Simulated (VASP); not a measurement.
Wanted: the native input for a VASP 6.6.1 run.

| Quantity | Value |
| --- | --- |
| Task | single point |
| Functional | PBEsol |
| Potentials or basis | VASP PAW PBE potentials, release 64 (Al, Ru_pv) |
| Cutoff | 520 eV |
| k mesh | 16 × 16 × 8 |
| Occupations | gaussian, width 0.15 eV |
| Spin | no spin polarisation |
| Dipole correction | no |
| Further INCAR settings | ALGO = Fast; EDIFF = 1e-07; NBANDS = 25 |

The structure of AlRu lies in POSCAR:

```
AlRu
1.0
    2.9763250904      0.0000000000      0.0000000000
    0.0000000000      2.9763250904      0.0000000000
    0.0000000000      0.0000000000      5.9526501809
Al Ru
2 2
Direct
    0.0000000000      0.0000000000     -0.0122634453
    0.0000000000      0.0000000000      0.5122634453
    0.4896516681      0.5000000000      0.2500000000
    0.5103483319      0.5000000000      0.7500000000
```

This cell differs from its parent crystal: atoms displaced along a vibrational mode.

These files were run (other wordings do the same):

INCAR

```
SYSTEM = AlRu
PREC     = Accurate       ! precision mode
ENCUT    = 520            ! plane-wave cutoff, eV
EDIFF    = 1E-7           ! SCF threshold, eV
ISMEAR   = 0              ! smearing method
SIGMA    = 0.15           ! smearing width, eV
LREAL    = .False.        ! projectors in reciprocal space
LASPH    = .True.         ! aspherical terms in the spheres
NELM     = 100            ! most SCF steps
ALGO     = Fast           ! electronic algorithm
ISIF     = 2              ! what is computed and relaxed
LWAVE    = .False.        ! write WAVECAR
LCHARG   = .False.        ! write CHGCAR
GGA      = PS             ! functional
NBANDS   = 25             ! bands
```

KPOINTS

```
Automatic mesh
0
Gamma
  16 16 8
  0 0 0
```

Potentials or basis: VASP PAW PBE potentials, release 64 (Al, Ru_pv).

The run is started by

```console
$ cat potpaw_PBE.64/Al/POTCAR potpaw_PBE.64/Ru_pv/POTCAR > POTCAR
$ mpirun -np 1 vasp_std > vasp.out
```

It gave:

The pressure is 0.7 GPa. The largest force is 0.852 eV/Å and the band gap on the k mesh is zero (bands 17 and 18 overlap by 2.81 eV).

Caveat: the cell differs from its parent crystal (atoms displaced along a vibrational mode); the PAW data sets were made with another functional, which shifts forces and pressure a little.

Run time: 4.3 min on 1 thread of Intel(R) Xeon(R) 6975P-C (Granite Rapids) (shared host), peak memory 0.51 GiB.
